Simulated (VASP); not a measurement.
# Li2S (Fm-3m) in VASP: single point with r2SCAN

Aim: the single point of Li2S with r2SCAN.

All numbers are computed with VASP 6.6.1; they aren't measurements. Logs are shortened: lines on timing, memory, paths and dates and some standing lists are left out, and cuts for length are marked.

## Step 1: The cell of the first run

Symmetry: Fm-3m, No. 225, cubic system. The conventional cell has a = 5.708 Å, b = 5.708 Å, c = 5.708 Å, α = 90.00°, β = 90.00°, γ = 90.00°. Li (site symmetry -43m) has 4 S at 2.47 Å and 6 Li at 2.85 Å within 3.3 Å. S (site symmetry m-3m) has 8 Li at 2.47 Å within 3.3 Å.

## Step 2: Single point, r2SCAN

POSCAR

```
Li2S
1.0
    0.0000000000      2.8540000000      2.8540000000
    2.8540000000      0.0000000000      2.8540000000
    2.8540000000      2.8540000000      0.0000000000
Li S
2 1
Direct
    0.2500000000      0.2500000000      0.2500000000
    0.7500000000      0.7500000000      0.7500000000
    0.0000000000      0.0000000000      0.0000000000
```

INCAR.step1

```
PREC = Accurate ; ENCUT = 830
ISMEAR = 0 ; SIGMA = 0.05
LREAL = F ; LASPH = T
NELM = 120 ; NBANDS = 13
GGA = PE ; ALGO = Normal
EDIFF = 1E-5 ; LWAVE = T
LCHARG = F ; GGA_COMPAT = F
```

INCAR.step2

```
PREC = Accurate ; ENCUT = 830
EDIFF = 1E-6 ; ISMEAR = 0
SIGMA = 0.05 ; LREAL = F
LASPH = T ; NELM = 120
ALGO = Normal ; ISIF = 2
LWAVE = F ; LCHARG = F
METAGGA = R2SCAN ; LMIXTAU = T
NBANDS = 13 ; ISTART = 1
GGA_COMPAT = F
```

KPOINTS

```
regular mesh
0
Gamma
  8 8 8
```

Potentials or basis: VASP PAW PBE potentials, release 64 (Li_sv, S).

On the command line:

```console
cat potpaw_PBE.64/Li_sv/POTCAR potpaw_PBE.64/S/POTCAR > POTCAR
cp INCAR.step1 INCAR
mpirun -np 1 vasp_std > vasp.out
cp INCAR.step2 INCAR
mpirun -np 1 vasp_std > vasp.out
```

OUTCAR:

```text
PREC = Accurate
   ENCUT = 830
   EDIFF = 1E-6
   ISMEAR = 0
   LREAL = F
   LASPH = T
   NELM = 120
   ISIF = 2
   METAGGA = R2SCAN
   ISTART = 1

 ion  position               nearest neighbor table
   1  0.250  0.250  0.250-   3 2.47   3 2.47   3 2.47   3 2.47
   2  0.750  0.750  0.750-   3 2.47   3 2.47   3 2.47   3 2.47
   3  0.000  0.000  0.000-   2 2.47   2 2.47   2 2.47   1 2.47   2 2.47   1 2.47   1 2.47   1 2.47

  LATTYP: Found a face centered cubic cell.
 ALAT       =     5.7080000000

  Lattice vectors:

 A1 = (   0.0000000000,   2.8540000000,   2.8540000000)
 A2 = (   2.8540000000,   0.0000000000,   2.8540000000)
 A3 = (   2.8540000000,   2.8540000000,   0.0000000000)

Analysis of symmetry for initial positions (statically):
[... 5 lines left out ...]
 face centered cubic supercell.

 Subroutine GETGRP returns: Found 48 space group operations
 (whereof 48 operations were pure point group operations)
 out of a pool of 48 trial point group operations.

The static configuration has the point symmetry O_h .

Analysis of symmetry for dynamics (positions and initial velocities):
[... 5 lines left out ...]
 face centered cubic supercell.

 Subroutine GETGRP returns: Found 48 space group operations
 (whereof 48 operations were pure point group operations)
 out of a pool of 48 trial point group operations.

The dynamic configuration has the point symmetry O_h .

 Subroutine INISYM returns: Found 48 space group operations
 (whereof 48 operations are pure point group operations),
 and found     1 'primitive' translations

----------------------------------------------------------------------------------------

                                     Primitive cell

  volume of cell :      46.4935

  direct lattice vectors                    reciprocal lattice vectors
     0.000000000  2.854000000  2.854000000    -0.175192712  0.175192712  0.175192712
     2.854000000  0.000000000  2.854000000     0.175192712 -0.175192712  0.175192712
     2.854000000  2.854000000  0.000000000     0.175192712  0.175192712 -0.175192712

  length of vectors
     4.036165507  4.036165507  4.036165507     0.303442678  0.303442678  0.303442678

  position of ions in fractional coordinates (direct lattice)
     0.250000000  0.250000000  0.250000000
     0.750000000  0.750000000  0.750000000
     0.000000000  0.000000000  0.000000000

  ion indices of the primitive-cell ions
   primitive index   ion index
                 1           1
                 2           2
                 3           3

----------------------------------------------------------------------------------------

 KPOINTS: regular mesh

Automatic generation of k-mesh.
 Grid dimensions read from file:
 generate k-points for:    8    8    8

 Generating k-lattice:

  Cartesian coordinates                     Fractional coordinates (reciprocal lattice)
    -0.021899089  0.021899089  0.021899089     0.125000000  0.000000000  0.000000000
     0.021899089 -0.021899089  0.021899089     0.000000000  0.125000000  0.000000000
     0.021899089  0.021899089 -0.021899089     0.000000000  0.000000000  0.125000000

  Length of vectors
     0.037930335  0.037930335  0.037930335

  Shift w.r.t. Gamma in fractional coordinates (k-lattice)
     0.000000000  0.000000000  0.000000000

 Subroutine IBZKPT returns following result:
 ===========================================

 Found     29 irreducible k-points:

 Following reciprocal coordinates:
            Coordinates               Weight
  0.000000  0.000000  0.000000      1.000000
  0.125000  0.000000  0.000000      8.000000
  0.250000  0.000000  0.000000      8.000000
  0.375000  0.000000  0.000000      8.000000
  0.500000  0.000000  0.000000      4.000000
  0.125000  0.125000  0.000000      6.000000
[... 16 lines left out ...]
  0.500000  0.250000  0.125000     48.000000
 -0.375000  0.250000  0.125000     24.000000
 [... further k-points ...]
   k-points           NKPTS =     29   k-points in BZ     NKDIM =     29   number of bands    NBANDS=     13
   number of dos      NEDOS =    301   number of ions     NIONS =      3
   total plane-waves  NPLWV =  64000
   dimension x,y,z NGX =    40 NGY =   40 NGZ =   40
   dimension x,y,z NGXF=    80 NGYF=   80 NGZF=   80
   ions per type =               2   1
   NGX,Y,Z   is equivalent  to a cutoff of  16.48, 16.48, 16.48 a.u.
   NGXF,Y,Z  is equivalent  to a cutoff of  32.95, 32.95, 32.95 a.u.
 SYSTEM =  unknown system
   PREC   = accura    normal or accurate (medium, high low for compatibility)
   ISTART =      1    job   : 0-new  1-cont  2-samecut
   ICHARG =      0    charge: 1-file 2-atom 10-const
   ISPIN  =      1    spin polarized calculation?
   LNONCOLLINEAR =      F non collinear calculations
   LSORBIT =      F    spin-orbit coupling
   LASPH  =      T    aspherical Exc in radial PAW
   ENCUT  =  830.0 eV  61.00 Ry    7.81 a.u.   9.48  9.48  9.48*2*pi/ulx,y,z
   NELM   =    120;   NELMIN=  2; NELMDL=  0     # of ELM steps
   EDIFF  = 0.1E-05   stopping-criterion for ELM
   LREAL  =      F    real-space projection
   EDIFFG = 0.1E-04   stopping-criterion for IOM
   NSW    =      0    number of steps for IOM
   IBRION =     -1    ionic relax: 0-MD 1-quasi-New 2-CG
   NFREE  =      0    steps in history (QN), initial steepest desc. (CG)
   ISIF   =      2    stress and relaxation
   ISYM   =      2    0-nonsym 1-usesym 2-fastsym
   POTIM  = 0.5000    time-step for ionic-motion
   TEBEG  =    0.0;   TEEND  =   0.0 temperature during run
   PSTRESS=    0.0 pullay stress
   NELECT =      12.0000    total number of electrons
   NUPDOWN=      -1.0000    fix difference up-down
   EMIN   =  10.00;   EMAX   =-10.00  energy-range for DOS
   EFERMI =   0.00;   METHOD = LEGACY
   ISMEAR =     0;   SIGMA  =   0.05  broadening in eV -4-tet -1-fermi 0-gaus
   EFERMI_NEDOS =   21; number of points for ismear=-14 and -15
   IALGO  =     38    algorithm
   IMIX   =      4    mixing-type and parameters
     AMIX     =   0.40;   BMIX     =  1.00
     AMIX_MAG =   1.60;   BMIX_MAG =  1.00
  volume/ion in A,a.u.               =      15.50       104.58
  Fermi-wavevector in a.u.,A,eV,Ry     =   1.042328  1.969715 14.782032  1.086449
  Thomas-Fermi vector in A             =   2.176989
   LORBIT       =      0    0 simple, 1 ext, 2 COOP (PROOUT), +10 PAW based schemes
   METAGGA = R2SCAN    functional components
   LHFCALC =     F    Hartree Fock is set to
   AEXX    =    0.0000 exact exchange contribution
   IVDW    =     0    specifies the selected vdW correction
   LEPSILON=     F    determine dielectric tensor
   LRPA    =     F    only Hartree local field effects (RPA)
 non-spin polarized calculation
 Gauss-broadening in eV      SIGMA  =   0.05
  energy-cutoff  :      830.00
  volume of cell :       46.49
 maximum number of plane-waves:      2565
 NGX is ok and might be reduce to    40
   NGX = 19   NGY = 19   NGZ = 19

 number of electron      12.0000003 magnetization

 Free energy of the ion-electron system (eV)
  ---------------------------------------------------
  ext. energy  EPLUGINS =         0.00000000
  ---------------------------------------------------
  free energy    TOTEN  =       -17.38308713 eV

  energy without entropy =      -17.38308713  energy(sigma->0) =      -17.38308713

 E-fermi :   1.4459     XC(G=0):  -8.8884

 val. band max:        1.1565472265   @ k =   0.0000   0.0000   0.0000
 cond. band min:       5.0180650617   @ k =   0.5000   0.5000   0.0000
 fundamental gap:      3.8615178352
 Fermi energy:         1.4459353852

 k-point     1 :       0.0000    0.0000    0.0000
  band No.  band energies     occupation
      1     -44.4631      2.00000
      2     -44.4230      2.00000
      3     -10.3060      2.00000
      4       1.1565      2.00000
      5       1.1565      2.00000
      6       1.1565      2.00000
      7       6.1568      0.00000
      8       8.0596      0.00000
      9       8.0596      0.00000
     10       8.0596      0.00000
     11      12.8971      0.00000
     12      12.8971      0.00000
     13      14.5482      0.00000

 k-point     2 :       0.1250    0.0000    0.0000
  band No.  band energies     occupation
      1     -44.4614      2.00000
      2     -44.4244      2.00000
      3     -10.2489      2.00000
      4       0.5817      2.00000
      5       1.0704      2.00000
      6       1.0704      2.00000
      7       6.5763      0.00000
      8       8.3017      0.00000
      9       8.3017      0.00000
     10       8.4247      0.00000
     11      12.0031      0.00000
     12      12.0031      0.00000
     13      14.6894      0.00000

 k-point     3 :       0.2500    0.0000    0.0000
  band No.  band energies     occupation
      1     -44.4568      2.00000
      2     -44.4284      2.00000
      3     -10.1026      2.00000
      4      -0.5020      2.00000
      5       0.8819      2.00000
      6       0.8819      2.00000
      7       7.2658      0.00000
      8       8.6160      0.00000
      9       8.6160      0.00000
     10       9.2918      0.00000
     11      11.6704      0.00000
     12      11.6704      0.00000
     13      15.1284      0.00000
[... 305 lines left out ...]
 k-point    23 :       0.5000    0.2500    0.1250
  band No.  band energies     occupation
      1     -44.4483      2.00000
      2     -44.4360      2.00000
      3      -9.8611      2.00000
      4      -1.1677      2.00000
      5      -0.0523      2.00000
      6       0.4087      2.00000
      7       7.4384      0.00000
      8       8.6686      0.00000
      9       9.9161      0.00000
     10      10.3303      0.00000
     11      11.9428      0.00000
     12      14.5006      0.00000
     13      15.7389      0.00000

 k-point    24 :      -0.3750    0.2500    0.1250
  band No.  band energies     occupation
      1     -44.4421      2.00000
      2     -44.4420      2.00000
      3      -9.8037      2.00000
      4      -1.4030      2.00000
      5      -0.0701      2.00000
      6       0.2608      2.00000
      7       7.5442      0.00000
      8       8.5535      0.00000
      9      10.2608      0.00000
     10      10.9177      0.00000
     11      12.3584      0.00000
     12      13.7584      0.00000
     13      15.3836      0.00000

 [... further k-points ...]
[... 5 lines left out ...]
  --------------------------------------------------------------------------------------
  -------------------------------------------------------------------------------------
  Total       -0.1684699     -0.1684699     -0.1684699     -0.0000000      0.0000000     -0.0000000
  in kB       -5.8055200     -5.8055200     -5.8055200     -0.0000000      0.0000000     -0.0000000
  external PRESSURE =      -5.8055200 kB  Pullay stress =       0.0000000 kB

 VOLUME and BASIS-vectors are now :
 -----------------------------------------------------------------------------
  energy-cutoff  :      830.00
  volume of cell :       46.49
      direct lattice vectors                 reciprocal lattice vectors
     0.000000000  2.854000000  2.854000000    -0.175192712  0.175192712  0.175192712
     2.854000000  0.000000000  2.854000000     0.175192712 -0.175192712  0.175192712
     2.854000000  2.854000000  0.000000000     0.175192712  0.175192712 -0.175192712

 POSITION                                       TOTAL-FORCE (eV/Angst)
 -----------------------------------------------------------------------------------
      1.42700      1.42700      1.42700         0.000000      0.000000      0.000000
      4.28100      4.28100      4.28100        -0.000000     -0.000000     -0.000000
      0.00000      0.00000      0.00000         0.000000      0.000000      0.000000
 -----------------------------------------------------------------------------------
    total drift:                                0.000000     -0.000000      0.000000

  FREE ENERGIE OF THE ION-ELECTRON SYSTEM (eV)
  ---------------------------------------------------
  free  energy   TOTEN  =       -17.3830871283 eV

  energy  without entropy=      -17.3830871283  energy(sigma->0) =      -17.38308713
```

It took 77 s on 1 thread of Intel Xeon 6975P-C (Granite Rapids), shared host; peak memory 0.25 GiB.

What came out:

```
Free energy            : -17.3831 eV
Pressure               : -0.6 GPa
Band gap on the k mesh : 3.86 eV, indirect (least direct gap 5.00 eV)
```

Caveat: the PAW data sets were made with another functional, which shifts forces and pressure a little.
